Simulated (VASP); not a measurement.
# Co (P6_3/mmc) in VASP: a series of runs

Co is run at these levels: PBEsol; tasks: single point.

Everything below comes from runs of VASP 6.6.1. Logs are shortened: lines on timing, memory, paths and dates and some standing lists are left out, and cuts for length are marked.

## 1. The cell of the first run

Symmetry: P6_3/mmc, No. 194, hexagonal system. The conventional cell has a = 2.536 Å, b = 2.536 Å, c = 4.136 Å, α = 90.00°, β = 90.00°, γ = 120.00°. Within 3.3 Å of Co (site symmetry -6m2) lie 12 Co at 2.53 to 2.54 Å.

## 2. Single point, PBEsol, collinear spin

INCAR reads:

```
SYSTEM = Co
PREC = Accurate
ENCUT = 520
EDIFF = 1E-6
ISMEAR = -1
SIGMA = 0.1
LREAL = .FALSE.
LASPH = .TRUE.
NELM = 150
ALGO = Normal
ISIF = 2
LWAVE = .FALSE.
LCHARG = .FALSE.
ISPIN = 2
MAGMOM = 0 3
LORBIT = 11
LMAXMIX = 4
GGA = PS
NBANDS = 20
```

KPOINTS reads:

```
regular mesh
0
G
  14 14 8
  0 0 0
```

POSCAR reads:

```
Co
1.0
    2.5359998200      0.0000000000      0.0000000000
   -1.2679999100      2.1962402600      0.0000000000
    0.0000000000      0.0000000000      4.1360000000
Co
2
Direct
    0.3333333300      0.6666666700      0.2500000000
    0.6666666700      0.3333333300      0.7500000000
```

Potentials or basis: VASP PAW PBE potentials, release 64 (Co).

The run is started by

```sh
$ cat potpaw_PBE.64/Co/POTCAR > POTCAR
$ mpirun -np 1 vasp_std > vasp.out
```

OUTCAR:

```text
SYSTEM = Co
   PREC = Accurate
   ENCUT = 520
   EDIFF = 1E-6
   ISMEAR = -1
   LREAL = .FALSE.
   LASPH = .TRUE.
   NELM = 150
   ISIF = 2
   ISPIN = 2
   LORBIT = 11
   GGA = PS

 ion  position               nearest neighbor table
   1  0.333  0.667  0.250-   2 2.53   2 2.53   2 2.53   2 2.53   2 2.53   2 2.53
   2  0.667  0.333  0.750-   1 2.53   1 2.53   1 2.53   1 2.53   1 2.53   1 2.53

  LATTYP: Found a hexagonal cell.
 ALAT       =     2.5359998200
 C/A-ratio  =     1.6309149423

  Lattice vectors:

 A1 = (   2.5359998200,   0.0000000000,   0.0000000000)
 A2 = (  -1.2679999100,   2.1962402600,   0.0000000000)
 A3 = (   0.0000000000,   0.0000000000,   4.1360000000)

Analysis of symmetry for initial positions (statically):
=====================================================================
 Subroutine PRICEL returns:
 Original cell was already a primitive cell.

 Routine SETGRP: Setting up the symmetry group for a
 hexagonal supercell.

 Subroutine GETGRP returns: Found 24 space group operations
 (whereof 12 operations were pure point group operations)
 out of a pool of 24 trial point group operations.

The static configuration has the point symmetry D_3d.
 The point group associated with its full space group is D_6h.

Analysis of symmetry for dynamics (positions and initial velocities):
=====================================================================
 Subroutine PRICEL returns:
 Original cell was already a primitive cell.

 Routine SETGRP: Setting up the symmetry group for a
 hexagonal supercell.

 Subroutine GETGRP returns: Found 24 space group operations
 (whereof 12 operations were pure point group operations)
 out of a pool of 24 trial point group operations.

The dynamic configuration has the point symmetry D_3d.
 The point group associated with its full space group is D_6h.

Analysis of structural, dynamic, and magnetic symmetry:
=====================================================================
 Subroutine PRICEL returns:
 Original cell was already a primitive cell.

 Routine SETGRP: Setting up the symmetry group for a
 hexagonal supercell.

 Subroutine GETGRP returns: Found 12 space group operations
 (whereof  6 operations were pure point group operations)
 out of a pool of 24 trial point group operations.

The overall configuration has the point symmetry C_3v.
 The point group associated with its full space group is D_3h.

 Subroutine INISYM returns: Found 12 space group operations
 (whereof  6 operations are pure point group operations),
 and found     1 'primitive' translations

----------------------------------------------------------------------------------------

                                     Primitive cell

  volume of cell :      23.0361

  direct lattice vectors                    reciprocal lattice vectors
     2.535999820  0.000000000  0.000000000     0.394321795  0.227661795  0.000000000
    -1.267999910  2.196240260  0.000000000     0.000000000  0.455323590  0.000000000
     0.000000000  0.000000000  4.136000000     0.000000000  0.000000000  0.241779497

  length of vectors
     2.535999820  2.535999813  4.136000000     0.455323589  0.455323590  0.241779497

  position of ions in fractional coordinates (direct lattice)
     0.333333330  0.666666670  0.250000000
     0.666666670  0.333333330  0.750000000

  ion indices of the primitive-cell ions
   primitive index   ion index
                 1           1
                 2           2

----------------------------------------------------------------------------------------

 KPOINTS: regular mesh

Automatic generation of k-mesh.
 Grid dimensions read from file:
 generate k-points for:   14   14    8

 Generating k-lattice:

  Cartesian coordinates                     Fractional coordinates (reciprocal lattice)
     0.028165842  0.016261557  0.000000000     0.071428571 -0.000000000  0.000000000
     0.000000000  0.032523114  0.000000000     0.000000000  0.071428571  0.000000000
     0.000000000  0.000000000  0.030222437     0.000000000  0.000000000  0.125000000

  Length of vectors
     0.032523113  0.032523114  0.030222437

  Shift w.r.t. Gamma in fractional coordinates (k-lattice)
     0.000000000  0.000000000  0.000000000

 Subroutine IBZKPT returns following result:
 ===========================================

 Found    120 irreducible k-points:

 Following reciprocal coordinates:
            Coordinates               Weight
  0.000000  0.000000  0.000000      1.000000
  0.071429 -0.000000  0.000000      6.000000
  0.142857 -0.000000  0.000000      6.000000
  0.214286  0.000000  0.000000      6.000000
  0.285714 -0.000000  0.000000      6.000000
  0.357143 -0.000000  0.000000      6.000000
[... 16 lines left out ...]
  0.285714  0.285714  0.000000      6.000000
  0.357143  0.285714  0.000000      6.000000
 [... further k-points ...]
   k-points           NKPTS =    120   k-points in BZ     NKDIM =    120   number of bands    NBANDS=     20
   number of dos      NEDOS =    301   number of ions     NIONS =      2
   total plane-waves  NPLWV =  12800
   dimension x,y,z NGX =    20 NGY =   20 NGZ =   32
   dimension x,y,z NGXF=    40 NGYF=   40 NGZF=   64
   ions per type =               2
   NGX,Y,Z   is equivalent  to a cutoff of  13.11, 13.11, 12.86 a.u.
   NGXF,Y,Z  is equivalent  to a cutoff of  26.22, 26.22, 25.72 a.u.
 SYSTEM =  Co
   PREC   = accura    normal or accurate (medium, high low for compatibility)
   ISTART =      0    job   : 0-new  1-cont  2-samecut
   ICHARG =      2    charge: 1-file 2-atom 10-const
   ISPIN  =      2    spin polarized calculation?
   LNONCOLLINEAR =      F non collinear calculations
   LSORBIT =      F    spin-orbit coupling
   LASPH  =      T    aspherical Exc in radial PAW
   ENCUT  =  520.0 eV  38.22 Ry    6.18 a.u.   4.72  4.72  7.69*2*pi/ulx,y,z
   NELM   =    150;   NELMIN=  2; NELMDL= -5     # of ELM steps
   EDIFF  = 0.1E-05   stopping-criterion for ELM
   LREAL  =      F    real-space projection
   EDIFFG = 0.1E-04   stopping-criterion for IOM
   NSW    =      0    number of steps for IOM
   IBRION =     -1    ionic relax: 0-MD 1-quasi-New 2-CG
   NFREE  =      0    steps in history (QN), initial steepest desc. (CG)
   ISIF   =      2    stress and relaxation
   ISYM   =      2    0-nonsym 1-usesym 2-fastsym
   POTIM  = 0.5000    time-step for ionic-motion
   TEBEG  =    0.0;   TEEND  =   0.0 temperature during run
   PSTRESS=    0.0 pullay stress
   NELECT =      18.0000    total number of electrons
   NUPDOWN=      -1.0000    fix difference up-down
   EMIN   =  10.00;   EMAX   =-10.00  energy-range for DOS
   EFERMI =   0.00;   METHOD = LEGACY
   ISMEAR =    -1;   SIGMA  =   0.10  broadening in eV -4-tet -1-fermi 0-gaus
   EFERMI_NEDOS =   21; number of points for ismear=-14 and -15
   IALGO  =     38    algorithm
   IMIX   =      4    mixing-type and parameters
     AMIX     =   0.40;   BMIX     =  1.00
     AMIX_MAG =   1.60;   BMIX_MAG =  1.00
  volume/ion in A,a.u.               =      11.52        77.73
  Fermi-wavevector in a.u.,A,eV,Ry     =   1.507865  2.849452 30.934980  2.273657
  Thomas-Fermi vector in A             =   2.618395
   LORBIT       =     11    0 simple, 1 ext, 2 COOP (PROOUT), +10 PAW based schemes
   GGA     = PS    functional components
   LHFCALC =     F    Hartree Fock is set to
   AEXX    =    0.0000 exact exchange contribution
   IVDW    =     0    specifies the selected vdW correction
   LEPSILON=     F    determine dielectric tensor
   LRPA    =     F    only Hartree local field effects (RPA)
 spin polarized calculation
  energy-cutoff  :      520.00
  volume of cell :       23.04
 maximum number of plane-waves:       640
 NGX is ok and might be reduce to    20
   NGX =  9   NGY =  9   NGZ = 15

 number of electron      18.0000006 magnetization       3.3062527

 Free energy of the ion-electron system (eV)
  ---------------------------------------------------
  ext. energy  EPLUGINS =         0.00000000
  ---------------------------------------------------
  free energy    TOTEN  =       -15.33353904 eV

  energy without entropy =      -15.26254091  energy(sigma->0) =      -15.29803997

 E-fermi :   9.2614     XC(G=0): -13.2289

 val. band max:        9.2610439248   @ k =   0.4286   0.0000   0.5000
 cond. band min:       9.2639330993   @ k =   0.2143   0.1429   0.0000
 fundamental gap:      0.0028891745
 Fermi energy:         9.2614078383

 spin component 1

 k-point     1 :       0.0000    0.0000    0.0000
  band No.  band energies     occupation
      1       0.6261      1.00000
      2       4.3624      1.00000
      3       6.6909      1.00000
      4       6.7542      1.00000
      5       6.7542      1.00000
      6       7.0287      1.00000
[... 12 lines left out ...]
     19      34.2236      0.00000
     20      34.2236      0.00000
[... 507 lines left out ...]
 k-point    24 :       0.3571    0.2857    0.0000
  band No.  band energies     occupation
      1       5.1947      1.00000
      2       5.4582      1.00000
      3       5.5124      1.00000
      4       5.8522      1.00000
      5       6.4607      1.00000
      6       6.5596      1.00000
[... 12 lines left out ...]
     19      25.1009      0.00000
     20      40.7361      0.00000

 [... further k-points ...]

 spin component 2

 k-point     1 :       0.0000    0.0000    0.0000
  band No.  band energies     occupation
      1       0.6802      1.00000
      2       5.3325      1.00000
      3       8.3331      0.99991
      4       8.4123      0.99979
      5       8.4123      0.99979
      6       8.7365      0.99478
[... 12 lines left out ...]
     19      34.5576      0.00000
     20      34.5576      0.00000
[... 507 lines left out ...]
 k-point    24 :       0.3571    0.2857    0.0000
  band No.  band energies     occupation
      1       6.5118      1.00000
      2       6.5510      1.00000
      3       6.6976      1.00000
      4       6.8530      1.00000
      5       8.0046      1.00000
      6       8.0845      0.99999
[... 12 lines left out ...]
     19      25.5129      0.00000
     20      40.9468      0.00000

 [... further k-points ...]

------------------------ aborting loop because EDIFF is reached ----------------------------------------

  FORCE on cell =-STRESS in cart. coord.  units (eV):
  Direction    XX          YY          ZZ          XY          YZ          ZX
  --------------------------------------------------------------------------------------
  -------------------------------------------------------------------------------------
  Total       -2.7833436     -2.7833436     -3.0540365      0.0000000      0.0000000      0.0000000
  in kB     -193.5832655   -193.5832641   -212.4101255      0.0000000      0.0000000      0.0000000
  external PRESSURE =    -199.8588850 kB  Pullay stress =       0.0000000 kB

 VOLUME and BASIS-vectors are now :
 -----------------------------------------------------------------------------
  energy-cutoff  :      520.00
  volume of cell :       23.04
      direct lattice vectors                 reciprocal lattice vectors
     2.535999820  0.000000000  0.000000000     0.394321795  0.227661795  0.000000000
    -1.267999910  2.196240260  0.000000000     0.000000000  0.455323590  0.000000000
     0.000000000  0.000000000  4.136000000     0.000000000  0.000000000  0.241779497

 POSITION                                       TOTAL-FORCE (eV/Angst)
 -----------------------------------------------------------------------------------
     -0.00000      1.46416      1.03400        -0.000000      0.000000      0.000000
      1.26800      0.73208      3.10200         0.000000      0.000000      0.000000
 -----------------------------------------------------------------------------------
    total drift:                                0.000000     -0.000000     -0.000000

  FREE ENERGIE OF THE ION-ELECTRON SYSTEM (eV)
  ---------------------------------------------------
  free  energy   TOTEN  =       -15.3335390361 eV

  energy  without entropy=      -15.2625409119  energy(sigma->0) =      -15.29803997

 total charge

# of ion       s       p       d       tot
------------------------------------------
    1        0.466   0.475   7.220   8.161
    2        0.466   0.475   7.218   8.159
--------------------------------------------------
tot          0.931   0.951  14.438  16.320

 magnetization (x)

# of ion       s       p       d       tot
------------------------------------------
    1       -0.013  -0.048   1.739   1.678
    2       -0.013  -0.048   1.741   1.680
--------------------------------------------------
tot         -0.027  -0.096   3.481   3.358
```

Wall time 53 s (1 thread of Intel Xeon 6975P-C (Granite Rapids), shared host); peak memory 0.2 GiB.

Results:

- Free energy: -15.3335 eV
- Pressure: -20.0 GPa
- Net moment: 3.31 μB per cell
- Site moments: Co +1.68 μB
- Valence electrons inside the program's atomic spheres: Co 8.16

Levels at points of the mesh, in eV from the Fermi level:
Spin up:
```
           k point  band 8  band 9  band 10  band 11  band 12  band 13  band 14  band 15
(0.00, 0.00, 0.00)   -1.89   -1.89    -0.91    -0.91    -0.20     5.68    21.51    23.56
(0.50, 0.00, 0.00)   -0.76   -0.72    -0.63     1.14     3.01     9.11     9.68    12.10
(0.00, 0.00, 0.50)   -2.56   -1.20    -1.20    -1.20    -1.20    14.07    14.07    22.18
(0.50, 0.00, 0.50)   -1.11   -0.68    -0.68     1.46     1.46     6.71     6.71    17.57
```
Spin down:
| k point | band 3 | band 4 | band 5 | band 6 | band 7 | band 8 | band 9 | band 10 | band 11 | band 12 |
| --- | --- | --- | --- | --- | --- | --- | --- | --- | --- | --- |
| (0.00, 0.00, 0.00) | -0.93 | -0.85 | -0.85 | -0.52 | -0.52 | -0.20 | -0.10 | -0.10 | 0.99 | 0.99 |
| (0.50, 0.00, 0.00) | -2.96 | -1.70 | -0.96 | -0.95 | -0.58 | 1.13 | 1.22 | 1.27 | 2.38 | 4.02 |
| (0.00, 0.00, 0.50) | -1.42 | -1.42 | -0.90 | -0.90 | -0.90 | -0.90 | 0.68 | 0.68 | 0.68 | 0.68 |
| (0.50, 0.00, 0.50) | -2.17 | -2.17 | -0.01 | -0.01 | 0.26 | 0.26 | 1.22 | 1.22 | 2.08 | 2.08 |

Caveat: the PAW data sets were made with another functional, which shifts forces and pressure a little.

## 3. Single point, PBEsol, collinear spin, ferromagnetic start

INCAR reads:

```
ALGO = Normal ; EDIFF = 1E-7
ENCUT = 520 ; GGA = PS
ISIF = 2 ; ISMEAR = -1
ISPIN = 2 ; LASPH = T
LCHARG = T ; LELF = T
LMAXMIX = 4 ; LORBIT = 11
LREAL = F ; LVHAR = T
LWAVE = F ; MAGMOM = 3 3
NBANDS = 20 ; NELM = 150
PREC = Accurate ; SIGMA = 0.1
```

KPOINTS reads:

```
k-points
0
Gamma
  14 14 8
```

POSCAR is that of step 2.

Potentials or basis: VASP PAW PBE potentials, release 64 (Co).

The run is started by

```sh
$ cat potpaw_PBE.64/Co/POTCAR > POTCAR
$ mpirun -np 1 vasp_std > vasp.out
```

Run time: 2.4 min. Hardware: 1 thread of AMD EPYC 7R43 (Zen 3), shared host; peak memory 0.16 GiB.

It converged, with:

| Quantity | Value |
| --- | --- |
| Free energy | -15.3335 eV |
| Pressure | -19.9 GPa |
| Net moment | 3.31 μB per cell |
| Site moments | Co +1.68 μB |
| Valence electrons inside the program's atomic spheres | Co 8.16 |

Stress tensor (GPa, compression positive):
```
-19.29   0.00   0.00
  0.00 -19.29   0.00
  0.00   0.00 -21.18
```

Levels at points of the mesh, in eV from the Fermi level:
Spin up:
```csv
k point,band 8,band 9,band 10,band 11,band 12,band 13,band 14,band 15
"(0.00, 0.00, 0.00)",-1.89,-1.89,-0.91,-0.91,-0.20,5.68,21.51,23.55
"(0.50, 0.00, 0.00)",-0.76,-0.72,-0.63,1.14,3.01,9.11,9.68,12.10
"(0.00, 0.00, 0.50)",-2.56,-1.20,-1.20,-1.20,-1.20,14.07,14.07,22.18
"(0.50, 0.00, 0.50)",-1.11,-0.69,-0.69,1.46,1.46,6.71,6.71,17.57
```
Spin down:
| k point | band 3 | band 4 | band 5 | band 6 | band 7 | band 8 | band 9 | band 10 | band 11 | band 12 |
| --- | --- | --- | --- | --- | --- | --- | --- | --- | --- | --- |
| (0.00, 0.00, 0.00) | -0.93 | -0.85 | -0.85 | -0.52 | -0.52 | -0.20 | -0.10 | -0.10 | 0.99 | 0.99 |
| (0.50, 0.00, 0.00) | -2.96 | -1.70 | -0.96 | -0.95 | -0.58 | 1.13 | 1.22 | 1.27 | 2.38 | 4.02 |
| (0.00, 0.00, 0.50) | -1.42 | -1.42 | -0.90 | -0.90 | -0.90 | -0.90 | 0.68 | 0.68 | 0.68 | 0.68 |
| (0.50, 0.00, 0.50) | -2.17 | -2.17 | -0.01 | -0.01 | 0.26 | 0.26 | 1.22 | 1.22 | 2.08 | 2.08 |

Caveat: the PAW data sets were made with another functional, which shifts forces and pressure a little.
